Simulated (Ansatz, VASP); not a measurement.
This is a calculation of SnSe2 for Ansatz 0.2.0.

Contents of input.yaml:

```yaml
crystal:
  lattice:
    - [3.811, 0.0, 0.0]
    - [-1.9055, 3.3004228138, 0.0]
    - [0.0, 0.0, 6.136]
  atoms:
    - { symbol: Sn, position: [0.0, 0.0, 0.0], spin: 1.0 }
    - { symbol: Se, position: [0.6666666667, 0.3333333333, 0.751] }
    - { symbol: Se, position: [0.3333333333, 0.6666666667, 0.249] }
kpoints:
  mp_grid: { grid: [8, 8, 5] }
scf:
  occupations: { method: tetrahedron }
  lower_state_search: "off"
hamiltonian:
  xc: pbesol
  dispersion: d4
  pseudopotentials: { kind: all_electron, lapw: { basis_error: 0.0005 } }
magnetization:
  spin_polarized: true
  initial_magnetization: 1.0
  spin_locking: { lock_magnetization: hard }
output:
  forces: true
  stress: true
  eigenvalues: true
```

Potentials or basis: all-electron LAPW, scalar-relativistic.

Launch:

```bash
$ ansatz run input.yaml --threads 2 --pin off --max-ram 6144MiB --backend cpu --events-out ev --progress --plain --runs-dir out
```

Problem. Translate it to VASP 6.6.1. Potentials there: VASP PAW PBE potentials, release 64 (Sn_d, Se).

Solution. As run (the cutoff follows the program's own potentials):

INCAR

```
ALGO = Normal
EDIFF = 1E-6
ENCUT = 520
GGA = PS
ISIF = 2
ISMEAR = -5
ISPIN = 2
IVDW = 13
LASPH = True
LCHARG = False
LORBIT = 11
LREAL = False
LWAVE = False
MAGMOM = 1 0 0
NBANDS = 24
NELM = 150
NUPDOWN = 1.0
PREC = Accurate
SIGMA = 0.05
```

The input KPOINTS:

```
k-points
0
Gamma
  8 8 5
```

The input POSCAR:

```
SnSe2
1.0
    3.8110000000      0.0000000000      0.0000000000
   -1.9055000000      3.3004228138      0.0000000000
    0.0000000000      0.0000000000      6.1360000000
Sn Se
1 2
Direct
    0.0000000000      0.0000000000      0.0000000000
    0.6666666667      0.3333333333      0.7510000000
    0.3333333333      0.6666666667      0.2490000000
```

Potentials or basis: VASP PAW PBE potentials, release 64 (Sn_d, Se).

Command:

```sh
$ cat potpaw_PBE.64/Sn_d/POTCAR potpaw_PBE.64/Se/POTCAR > POTCAR
$ mpirun -np 1 vasp_std > vasp.out
```

Both were run:

|  | VASP | Ansatz | Ansatz less VASP |
| --- | --- | --- | --- |
| pressure (GPa) | 3.9 | 3.7 | -0.14 |
| traceless stress, the component that is largest in VASP (GPa) | 0.92 | 0.93 | +0.011 |
| rms of the force components (eV/Å) | 0.585 | 0.576 | -0.0097 |
| size of the moment on the site where the two differ most (μB) | 0.26 | 0.30 | +0.044 |

VASP's potentials were made for PBE, not for PBEsol. Site moments also hang on the region over which each program counts them. Atom by atom the forces differ by 0.010 eV/Å (rms over components). Ansatz ran all-electron here, and VASP with PAW potentials.
